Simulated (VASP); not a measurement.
Write the native input for VASP 6.6.1 that does the following.

| Property | Result |
| --- | --- |
| Task | single point |
| Functional | PBEsol |
| Potentials or basis | VASP PAW PBE potentials, release 64 (Rb_sv) |
| Cutoff | 520 eV |
| k mesh | 12 × 12 × 12 |
| Occupations | gaussian, width 0.15 eV |
| Spin | no spin polarisation |
| Dipole correction | no |
| Further INCAR settings | ALGO = Fast; EDIFF = 1e-07; NBANDS = 10 |

The structure of Rb lies in POSCAR:

```
Rb
1.0
   -2.8060000000      2.5955500000      2.5955500000
    2.8060000000     -3.0164500000      3.0164500000
    2.8060000000      3.0164500000     -3.0164500000
Rb
1
Direct
    0.0000000000      0.0000000000      0.0000000000
```

This cell differs from its parent crystal: strain -0.1500 x Voigt [0, 0, 0, 1, 0, 0].

One way to write it, as run:

INCAR

```
SYSTEM = Rb
ALGO     = Fast           ! electronic algorithm
EDIFF    = 1E-7           ! SCF threshold, eV
ENCUT    = 520            ! plane-wave cutoff, eV
GGA      = PS             ! functional
ISIF     = 2              ! what is computed and relaxed
ISMEAR   = 0              ! smearing method
LASPH    = .TRUE.         ! aspherical terms in the spheres
LCHARG   = .TRUE.         ! write CHGCAR
LELF     = .TRUE.         ! ELF
LREAL    = .FALSE.        ! projectors in reciprocal space
LVHAR    = .TRUE.       
LWAVE    = .FALSE.        ! write WAVECAR
NBANDS   = 10             ! bands
NELM     = 80             ! most SCF steps
PREC     = Accurate       ! precision mode
SIGMA    = 0.15           ! smearing width, eV
```

KPOINTS

```
k-points
0
G
  12 12 12
  0 0 0
```

Potentials or basis: VASP PAW PBE potentials, release 64 (Rb_sv).

Launch:

```sh
$ cat potpaw_PBE.64/Rb_sv/POTCAR > POTCAR
$ mpirun -np 1 vasp_std > vasp.out
```

It gave:

The pressure is 0.0 GPa. The band gap on the k mesh is zero (an odd number of electrons rules out a gap without spin polarisation).

Caveat: the cell differs from its parent crystal (strain -0.1500 x Voigt [0, 0, 0, 1, 0, 0]); the PAW data sets were made with another functional, which shifts forces and pressure a little.

It took 3.1 min on 1 thread of AMD EPYC 9R45 96-Core Processor (Zen 5), with other jobs on the host, peak memory 0.35 GiB.
